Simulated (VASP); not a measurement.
Write the native input for VASP 6.6.1 that does the following.

```yaml
Task: relaxation of shape and atoms at fixed volume
Functional: PBE
Potentials_or_basis: VASP PAW PBE potentials, release 64 (Ta_pv)
Cutoff: 600 eV
k_mesh: 17 × 17 × 17
Occupations: fermi-dirac, width 0.1 eV
Spin: no spin polarisation
Dipole_correction: no
Further_INCAR_settings: ALGO = Normal; EDIFF = 1e-06; IBRION = 2; EDIFFG = -0.005; NSW = 50; ISIF = 4
```

The structure of Ta lies in POSCAR:

```
Ta
1.0
   -2.4131488135      2.4131488135      1.2844961096
    2.4131488135     -2.4131488135      1.2844961096
    2.4131488135      2.4131488135     -1.2844961096
Ta
2
Direct
   -0.3750000000     -0.1250000000     -0.2500000000
    0.3750000000      0.1250000000      0.2500000000
```

The input as run:

INCAR

```
ALGO     = Normal         # electronic algorithm
EDIFF    = 1E-6           # SCF threshold, eV
EDIFFG   = -0.005         # ionic threshold
ENCUT    = 600            # plane-wave cutoff, eV
GGA      = PE             # functional
IBRION   = 2              # ionic algorithm
ISIF     = 4              # what is computed and relaxed
ISMEAR   = -1             # smearing method
LASPH    = True           # aspherical terms in the spheres
LCHARG   = False          # write CHGCAR
LREAL    = False          # projectors in reciprocal space
LWAVE    = False          # write WAVECAR
NELM     = 60             # most SCF steps
NSW      = 50             # ionic steps
PREC     = Accurate       # precision mode
SIGMA    = 0.1            # smearing width, eV
```

KPOINTS

```
k-points
0
Gamma
  17 17 17
```

Potentials or basis: VASP PAW PBE potentials, release 64 (Ta_pv).

Command:

```console
$ cat potpaw_PBE.64/Ta_pv/POTCAR > POTCAR
$ mpirun -np 1 vasp_std > vasp.out
```

Results of the run:

```
Energy gained by relaxing : 4.4 meV/atom
Ionic steps               : 3
Pressure after relaxing   : 74.4 GPa
Band gap on the k mesh    : zero (bands 11 and 12 overlap by 1.62 eV)
```

Caveat: spin-orbit coupling is left out, which moves the levels of the heavy elements.

Wall time 14 min on 1 thread of Oxide Virtual Turin-like Processor (shared host), peak memory 0.3 GiB.
